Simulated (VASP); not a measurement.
# AlNi (Cmmm) in VASP: a series of runs, part 3 of 3

VASP 6.6.1. The steps go on from the part before.

### 4 Single point, PBE, collinear spin, ferromagnetic start

File INCAR:

```
PREC     = Accurate       # precision mode
ENCUT    = 520            # plane-wave cutoff, eV
EDIFF    = 1E-7           # SCF threshold, eV
ISMEAR   = -1             # smearing method
SIGMA    = 0.05           # smearing width, eV
LREAL    = False          # projectors in reciprocal space
LASPH    = True           # aspherical terms in the spheres
NELM     = 150            # most SCF steps
ALGO     = Normal         # electronic algorithm
ISIF     = 2              # what is computed and relaxed
LWAVE    = False          # write WAVECAR
LCHARG   = True           # write CHGCAR
ISPIN    = 2              # spin polarisation
MAGMOM   = 0 1.5          # initial moments
LORBIT   = 11             # projections on sites
LMAXMIX  = 4              # l up to which the mixer works
GGA      = PE             # functional
LELF     = True           # ELF
LVHAR    = True         
NBANDS   = 18             # bands
```

File KPOINTS:

```
Automatic mesh
0
Gamma
  12 12 12
```

File POSCAR:

```
AlNi
1.0
    2.8810000000      0.0288100000      0.0000000000
    0.0288100000      2.8810000000      0.0000000000
    0.0000000000      0.0000000000      2.8810000000
Al Ni
1 1
Direct
    0.0000000000      0.0000000000      0.0000000000
    0.5000000000      0.5000000000      0.5000000000
```

Potentials or basis: VASP PAW PBE potentials, release 64 (Al, Ni).

Launch:

```bash
> cat potpaw_PBE.64/Al/POTCAR potpaw_PBE.64/Ni/POTCAR > POTCAR
> mpirun -np 1 vasp_std > vasp.out
```

OUTCAR:

```text
PREC = Accurate
   ENCUT = 520
   EDIFF = 1E-7
   ISMEAR = -1
   LREAL = False
   LASPH = True
   NELM = 150
   ISIF = 2
   ISPIN = 2
   LORBIT = 11
   GGA = PE

 ion  position               nearest neighbor table
   1  0.000  0.000  0.000-   2 2.48   2 2.48   2 2.48   2 2.48   2 2.51   2 2.51   2 2.51   2 2.51

   2  0.500  0.500  0.500-   1 2.48   1 2.48   1 2.48   1 2.48   1 2.51   1 2.51   1 2.51   1 2.51

  LATTYP: Found a base centered orthorhombic cell.
 ALAT       =     4.0336057805
 B/A-ratio  =     1.0202020202
 C/A-ratio  =     0.7142492739

  Lattice vectors:

 A1 = (  -0.0288100000,  -2.8810000000,   0.0000000000)
 A2 = (   2.8810000000,   0.0288100000,   0.0000000000)
 A3 = (   0.0000000000,   0.0000000000,   2.8810000000)

Analysis of symmetry for initial positions (statically):
=====================================================================
 Subroutine PRICEL returns:
 Original cell was already a primitive cell.

 Routine SETGRP: Setting up the symmetry group for a
 base centered orthorhombic supercell.

 Subroutine GETGRP returns: Found  8 space group operations
 (whereof  8 operations were pure point group operations)
 out of a pool of  8 trial point group operations.

The static configuration has the point symmetry D_2h.

Analysis of symmetry for dynamics (positions and initial velocities):
=====================================================================
 Subroutine PRICEL returns:
 Original cell was already a primitive cell.

 Routine SETGRP: Setting up the symmetry group for a
 base centered orthorhombic supercell.

 Subroutine GETGRP returns: Found  8 space group operations
 (whereof  8 operations were pure point group operations)
 out of a pool of  8 trial point group operations.

The dynamic configuration has the point symmetry D_2h.

Analysis of structural, dynamic, and magnetic symmetry:
=====================================================================
 Subroutine PRICEL returns:
 Original cell was already a primitive cell.

 Routine SETGRP: Setting up the symmetry group for a
 base centered orthorhombic supercell.

 Subroutine GETGRP returns: Found  8 space group operations
 (whereof  8 operations were pure point group operations)
 out of a pool of  8 trial point group operations.

The overall configuration has the point symmetry D_2h.

 Subroutine INISYM returns: Found  8 space group operations
 (whereof  8 operations are pure point group operations),
 and found     1 'primitive' translations

----------------------------------------------------------------------------------------

                                     Primitive cell

  volume of cell :      23.9104

  direct lattice vectors                    reciprocal lattice vectors
     2.881000000  0.028810000  0.000000000     0.347136414 -0.003471364  0.000000000
     0.028810000  2.881000000  0.000000000    -0.003471364  0.347136414  0.000000000
     0.000000000  0.000000000  2.881000000     0.000000000  0.000000000  0.347101701

[... 72 lines left out ...]
   NGXF,Y,Z  is equivalent  to a cutoff of  27.70, 27.70, 27.70 a.u.
 SYSTEM =  unknown system
   PREC   = accura    normal or accurate (medium, high low for compatibility)
   ISTART =      0    job   : 0-new  1-cont  2-samecut
   ICHARG =      2    charge: 1-file 2-atom 10-const
   ISPIN  =      2    spin polarized calculation?
   LNONCOLLINEAR =      F non collinear calculations
   LSORBIT =      F    spin-orbit coupling
   LASPH  =      T    aspherical Exc in radial PAW
   ENCUT  =  520.0 eV  38.22 Ry    6.18 a.u.   5.36  5.36  5.36*2*pi/ulx,y,z
   NELM   =    150;   NELMIN=  2; NELMDL= -5     # of ELM steps
   EDIFF  = 0.1E-06   stopping-criterion for ELM
   LREAL  =      F    real-space projection
   EDIFFG = 0.1E-05   stopping-criterion for IOM
   NSW    =      0    number of steps for IOM
   IBRION =     -1    ionic relax: 0-MD 1-quasi-New 2-CG
   NFREE  =      0    steps in history (QN), initial steepest desc. (CG)
   ISIF   =      2    stress and relaxation
   ISYM   =      2    0-nonsym 1-usesym 2-fastsym
   POTIM  = 0.5000    time-step for ionic-motion
   TEBEG  =    0.0;   TEEND  =   0.0 temperature during run
   PSTRESS=    0.0 pullay stress
   NELECT =      13.0000    total number of electrons
   NUPDOWN=      -1.0000    fix difference up-down
   EMIN   =  10.00;   EMAX   =-10.00  energy-range for DOS
   EFERMI =   0.00;   METHOD = LEGACY
   ISMEAR =    -1;   SIGMA  =   0.05  broadening in eV -4-tet -1-fermi 0-gaus
   EFERMI_NEDOS =   21; number of points for ismear=-14 and -15
   IALGO  =     38    algorithm
   IMIX   =      4    mixing-type and parameters
     AMIX     =   0.40;   BMIX     =  1.00
     AMIX_MAG =   1.60;   BMIX_MAG =  1.00
  volume/ion in A,a.u.               =      11.96        80.68
  Fermi-wavevector in a.u.,A,eV,Ry     =   1.336166  2.524988 24.291029  1.785340
  Thomas-Fermi vector in A             =   2.464814
   LORBIT       =     11    0 simple, 1 ext, 2 COOP (PROOUT), +10 PAW based schemes
   GGA     = PE    functional components
   LHFCALC =     F    Hartree Fock is set to
   AEXX    =    0.0000 exact exchange contribution
   IVDW    =     0    specifies the selected vdW correction
   LEPSILON=     F    determine dielectric tensor
   LRPA    =     F    only Hartree local field effects (RPA)
 spin polarized calculation
  energy-cutoff  :      520.00
  volume of cell :       23.91
 maximum number of plane-waves:       661
 NGX is ok and might be reduce to    24
   NGX = 11   NGY = 11   NGZ = 11

 number of electron      13.0000013 magnetization      -0.0015999

 number of electron      13.0000013 magnetization       0.0000741

 Free energy of the ion-electron system (eV)
  ---------------------------------------------------
  ext. energy  EPLUGINS =         0.00000000
  ---------------------------------------------------
  free energy    TOTEN  =       -10.53462508 eV

  energy without entropy =      -10.52729883  energy(sigma->0) =      -10.53096195

 E-fermi :  10.0584     XC(G=0): -12.0485

 val. band max:       10.0570100973   @ k =   0.5000   0.3333   0.4167
 cond. band min:      10.0648227381   @ k =   0.1667   0.0000   0.3333
 fundamental gap:      0.0078126408
 Fermi energy:        10.0583972677

 spin component 1

 k-point     1 :       0.0000    0.0000    0.0000
  band No.  band energies     occupation
      1      -1.1111      1.00000
      2       6.7994      1.00000
      3       6.8019      1.00000
      4       8.4595      1.00000
      5       8.4834      1.00000
      6       8.5095      1.00000
[... 493 lines left out ...]
     17      32.2354      0.00000
     18      35.2796      0.00000

 [... further k-points ...]

 spin component 2

 k-point     1 :       0.0000    0.0000    0.0000
  band No.  band energies     occupation
      1      -1.1111      1.00000
      2       6.7995      1.00000
      3       6.8019      1.00000
      4       8.4595      1.00000
      5       8.4834      1.00000
      6       8.5095      1.00000
[... 493 lines left out ...]
     17      32.2354      0.00000
     18      35.2796      0.00000

 [... further k-points ...]

------------------------ aborting loop because EDIFF is reached ----------------------------------------

  FORCE on cell =-STRESS in cart. coord.  units (eV):
  Direction    XX          YY          ZZ          XY          YZ          ZX
  --------------------------------------------------------------------------------------
  -------------------------------------------------------------------------------------
  Total        0.3244528      0.3244528      0.3250814     -0.3622513      0.0000000      0.0000000
  in kB       21.7408091     21.7408091     21.7829328    -24.2736016      0.0000000      0.0000000
  external PRESSURE =      21.7548503 kB  Pullay stress =       0.0000000 kB

 VOLUME and BASIS-vectors are now :
 -----------------------------------------------------------------------------
  energy-cutoff  :      520.00
  volume of cell :       23.91
      direct lattice vectors                 reciprocal lattice vectors
     2.881000000  0.028810000  0.000000000     0.347136414 -0.003471364  0.000000000
     0.028810000  2.881000000  0.000000000    -0.003471364  0.347136414  0.000000000
     0.000000000  0.000000000  2.881000000     0.000000000  0.000000000  0.347101701

 POSITION                                       TOTAL-FORCE (eV/Angst)
 -----------------------------------------------------------------------------------
      0.00000      0.00000      0.00000         0.000000      0.000000      0.000000
      1.45490      1.45490      1.44050        -0.000000      0.000000      0.000000
 -----------------------------------------------------------------------------------
    total drift:                                0.000000      0.000000     -0.000000

  FREE ENERGIE OF THE ION-ELECTRON SYSTEM (eV)
  ---------------------------------------------------
  free  energy   TOTEN  =       -10.5346250803 eV

  energy  without entropy=      -10.5272988284  energy(sigma->0) =      -10.53096195

 total charge

# of ion       s       p       d       tot
------------------------------------------
    1        0.385   0.414   0.000   0.798
    2        0.476   0.515   8.475   9.466
--------------------------------------------------
tot          0.861   0.929   8.475  10.264

 magnetization (x)

# of ion       s       p       d       tot
------------------------------------------
    1       -0.000   0.000   0.000   0.000
    2        0.000   0.000   0.000   0.000
--------------------------------------------------
tot          0.000   0.000   0.000   0.000
```

Wall time 4.9 min (1 thread of Intel Xeon 8259CL, shared host); peak memory 0.31 GiB.

What came out:

| Property | Result |
| --- | --- |
| Free energy | -10.5346 eV |
| Pressure | 2.2 GPa |
| Net moment | 0.00 μB per cell |
| Valence electrons inside the program's atomic spheres | Al 0.80; Ni 9.47 |

Levels at points of the mesh, in eV from the Fermi level:
Spin up:
```csv
k point,band 3,band 4,band 5,band 6,band 7,band 8,band 9,band 10,band 11,band 12
"(0.00, 0.00, 0.00)",-3.26,-1.60,-1.57,-1.55,5.41,5.47,5.54,8.10,8.10,13.71
"(0.50, 0.00, 0.00)",-2.78,-2.28,-2.27,-1.49,-0.68,8.23,9.99,10.01,10.83,10.85
"(0.50, 0.50, 0.00)",-3.05,-2.77,-2.12,-2.09,-1.05,1.43,2.46,12.23,14.98,15.14
"(0.00, 0.00, 0.50)",-2.78,-2.31,-2.24,-1.49,-0.68,8.25,9.93,10.06,10.85,10.86
"(0.50, 0.00, 0.50)",-2.92,-2.92,-2.11,-2.10,-1.05,1.45,2.44,12.21,15.05,15.09
"(0.50, 0.50, 0.50)",-4.10,-1.02,-1.02,1.84,1.95,2.11,3.69,4.30,4.40,4.53
```
Spin down:
```csv
k point,band 4,band 5,band 6,band 7,band 8,band 9,band 10,band 11
"(0.00, 0.00, 0.00)",-1.60,-1.57,-1.55,5.41,5.47,5.54,8.10,8.10
"(0.50, 0.00, 0.00)",-2.28,-2.27,-1.49,-0.68,8.23,9.99,10.01,10.83
"(0.50, 0.50, 0.00)",-2.77,-2.12,-2.09,-1.05,1.43,2.46,12.23,14.98
"(0.00, 0.00, 0.50)",-2.31,-2.24,-1.49,-0.68,8.25,9.93,10.06,10.85
"(0.50, 0.00, 0.50)",-2.92,-2.11,-2.10,-1.05,1.45,2.44,12.21,15.05
"(0.50, 0.50, 0.50)",-1.02,-1.02,1.84,1.95,2.11,3.69,4.30,4.40
```

Caveat: the moments typed at the start vanished in this run.
